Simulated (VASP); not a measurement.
MgO: single point with LDA

Crystal: MgO.

```
Mg O
1.0
     5.52307    0.00000    0.00000
     0.00000    5.52307    0.00000
     0.00000    0.00000    5.52307
Mg O
6 6
Cartesian
  1.3808 -0.0583 2.7615
  0.0000 2.8198 1.3808
  2.7615 4.1423 0.0000
  4.1423 -0.0583 2.7615
  0.0000 2.8198 4.1423
  2.7615 1.3808 0.0000
  1.3808 2.7263 0.0000
  2.7615 0.0352 1.3808
  0.0000 4.1423 2.7615
  4.1423 2.7263 0.0000
  2.7615 0.0352 4.1423
  0.0000 1.3808 2.7615
```

This cell differs from its parent crystal: atoms displaced along a vibrational mode.

```yaml
Program: VASP 6.6.1
Task: single point
Functional: LDA
Potentials_or_basis: VASP PAW LDA potentials, release 64 (Mg, O)
Cutoff: 520 eV
k_mesh: 4 × 4 × 4
Occupations: gaussian, width 0.05 eV
Spin: no spin polarisation
Dipole_correction: no
Further_INCAR_settings: ALGO = Normal; EDIFF = 1e-06; NBANDS = 36
```

```yaml
Pressure: -0.6 GPa
Largest_force: 1.075 eV/Å
Band_gap_on_the_k_mesh: 2.79 eV (least direct gap 2.79 eV)
```

Forces in eV/Å, atoms in the order of the input:
```
Mg   0.083  1.071  0.000
Mg   0.000 -1.071 -0.083
Mg   0.000  0.000  0.000
Mg  -0.083  1.071  0.000
Mg   0.000 -1.071  0.083
Mg   0.000  0.000  0.000
O   -0.044  0.721  0.000
O    0.000 -0.721  0.044
O    0.000  0.000  0.000
O    0.044  0.721  0.000
O    0.000 -0.721 -0.044
O    0.000  0.000  0.000
```

Stress tensor (GPa, compression positive):
```
-0.54  0.00  0.00
 0.00 -0.73  0.00
 0.00  0.00 -0.54
```

Levels at points of the mesh, in eV from the valence-band top:
| k point | band 20 | band 21 | band 22 | band 23 | band 24 | band 25 | band 26 | band 27 | band 28 | band 29 |
| --- | --- | --- | --- | --- | --- | --- | --- | --- | --- | --- |
| (0.00, 0.00, 0.00) | -0.54 | -0.54 | -0.03 | -0.03 | -0.01 | 2.79 | 5.74 | 7.92 | 7.92 | 7.99 |
| (0.50, 0.00, 0.00) | -0.79 | -0.61 | -0.47 | -0.03 | -0.01 | 4.70 | 4.71 | 7.54 | 7.54 | 7.81 |
| (0.00, 0.50, 0.00) | -0.81 | -0.56 | -0.56 | -0.03 | -0.03 | 4.54 | 4.91 | 7.31 | 7.82 | 7.82 |
| (0.50, 0.50, 0.00) | -0.78 | -0.68 | -0.64 | -0.34 | -0.03 | 5.41 | 5.63 | 6.01 | 6.84 | 8.13 |
| (0.50, 0.00, 0.50) | -0.89 | -0.54 | -0.46 | -0.46 | 0.00 | 5.66 | 5.66 | 5.70 | 6.71 | 8.37 |
| (0.50, 0.50, 0.50) | -0.95 | -0.91 | -0.91 | -0.63 | -0.63 | 6.15 | 6.15 | 7.15 | 7.16 | 7.55 |

It took 2.5 min on 1 thread of Intel Xeon 8259CL, with other jobs on the host, peak memory 0.26 GiB.

Caveat: the cell differs from its parent crystal (atoms displaced along a vibrational mode); forces of over 1 eV/Å act on the atoms, so gaps and moduli don't describe the material at rest.
